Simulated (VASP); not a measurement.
WC, 2 atoms in the cell. It takes space group P-6m2 (No. 187, hexagonal). Conventional cell: a = 2.957 Å, b = 2.957 Å, c = 2.884 Å, α = 90.00°, β = 90.00°, γ = 120.00°. W (site symmetry -6m2) has 6 C at 2.24 Å and 8 W at 2.88 to 2.96 Å within 3.0 Å. C (site symmetry -6m2) has 6 W at 2.24 Å and 8 C at 2.88 to 2.96 Å within 3.0 Å.  This cell differs from its parent crystal: volume scaled by 1.06.

```yaml
Program: VASP 6.6.1
Task: single point
Functional: PBEsol
Potentials_or_basis: VASP PAW PBE potentials, release 64 (W_sv, C)
Cutoff: 520 eV
k_mesh: 13 × 13 × 12
Occupations: fermi-dirac, width 0.05 eV
Spin: no spin polarisation
Dipole_correction: no
Further_INCAR_settings: ALGO = Normal; EDIFF = 1e-06; NBANDS = 16
```

Potentials or basis: VASP PAW PBE potentials, release 64 (W_sv, C).

Command:

```sh
$ cat potpaw_PBE.64/W_sv/POTCAR potpaw_PBE.64/C/POTCAR > POTCAR
$ mpirun -np 1 vasp_std > vasp.out
```

Hardware: 1 thread of Intel(R) Xeon(R) 6975P-C (Granite Rapids) (shared host).

Question: How long does it take, and how much memory?

Answer: Wall time 15 s on 1 thread of Intel(R) Xeon(R) 6975P-C (Granite Rapids), with other jobs on the host, peak memory 0.17 GiB. Counts: scf iterations 12, k points 147.
